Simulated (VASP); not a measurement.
# Ti: single point with PBE

Ti:

```xyz
1
Lattice="-1.6276 1.6276 1.3835 1.6276 -1.6276 1.3835 1.6276 1.6276 -1.3835" Properties=species:S:1:pos:R:3 pbc="T T T"
Ti    0.0000    0.0000    0.0000
```

This cell differs from its parent crystal: engineering shear strain xy +0.0000, normal strain along z -0.1500.

```json
{
  "Program": "VASP 6.6.1",
  "Task": "single point",
  "Functional": "PBE",
  "Potentials or basis": "VASP PAW PBE potentials, release 64 (Ti_sv)",
  "Cutoff": "520 eV",
  "k mesh": "20 × 20 × 20",
  "Occupations": "gaussian, width 0.15 eV",
  "Spin": "no spin polarisation"
}
```

The pressure is 22.0 GPa. The band gap on the k mesh is zero (bands 6 and 7 overlap by 1.45 eV).

Stress tensor (GPa, compression positive):
```
21.72  0.00  0.00
 0.00 21.72  0.00
 0.00  0.00 22.56
```

Levels at points of the mesh, in eV from the Fermi level:
| k point | band 3 | band 4 | band 5 | band 6 | band 7 | band 8 | band 9 | band 10 |
| --- | --- | --- | --- | --- | --- | --- | --- | --- |
| (0.00, 0.00, 0.00) | -31.92 | -31.86 | -6.32 | 0.15 | 1.75 | 1.75 | 2.07 | 3.92 |
| (0.50, 0.00, 0.00) | -32.27 | -32.02 | -2.99 | -1.16 | 2.31 | 3.10 | 4.56 | 5.07 |
| (0.50, 0.50, 0.00) | -32.10 | -31.86 | -2.87 | 0.63 | 0.90 | 2.01 | 3.19 | 5.03 |
| (0.50, 0.50, 0.50) | -32.76 | -32.38 | -3.05 | -2.54 | 4.66 | 4.66 | 4.98 | 8.25 |

It took 2.2 min on 1 thread of Intel Xeon 8259CL, with other jobs on the host, peak memory 0.22 GiB.

Caveat: the cell differs from its parent crystal (engineering shear strain xy +0.0000, normal strain along z -0.1500); the cell stands under pressure.
